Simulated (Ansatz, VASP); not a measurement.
TiGe2Se3: VASP beside Ansatz

```
Ti Ge Se
1.0
     6.21190    0.00000    0.00000
    -3.10595    5.37967    0.00000
     0.00000    0.00000    3.60054
Ti Ge Se
1 2 3
Direct
  0.00000 0.00000 0.00000
  0.33333 0.66667 0.00000
  0.66667 0.33333 0.00000
  0.50000 0.00000 0.50000
  0.50000 0.50000 0.50000
  0.00000 0.50000 0.50000
```

Change from the starting cell: species swapped into the GdCo3B2 type (P6/mmm, No. 191).

Alike in both runs: task single point; functional PBE; k mesh 3 × 3 × 6; occupations gaussian, width 0.1 eV; collinear spin.

|  | VASP | Ansatz |
| --- | --- | --- |
| version | VASP 6.6.1 | Ansatz 0.2.0 |
| potentials or method | VASP PAW PBE potentials, release 64 (Ti_sv, Ge_d, Se), cutoff 520 eV | scalar-relativistic, plane waves, PAW |
| valence electrons in the cell | 58 | 88 |

```tsv
	VASP	Ansatz	Ansatz less VASP
gap on the k mesh at the Fermi level (eV)	none	none	-
pressure (GPa)	13.2	14.1	+0.90
traceless stress, the component that is largest in VASP (GPa)	-3.72	-3.84	-0.116
net moment per atom (μB)	0.01	0.36	+0.354
size of the moment on the site where the two differ most (μB)	0.02	2.12	+2.097
```

The net moments are unlike, so the other rows may belong to different states. Site moments also hang on the region over which each program counts them. A gap of «none» marks a metal or a gap that the smearing closes. VASP's potentials hold 58 valence electrons a cell and Ansatz's 88, so a difference there can come from the potentials and not from the codes.

The k mesh is coarse, so the values compare programs but aren't converged.
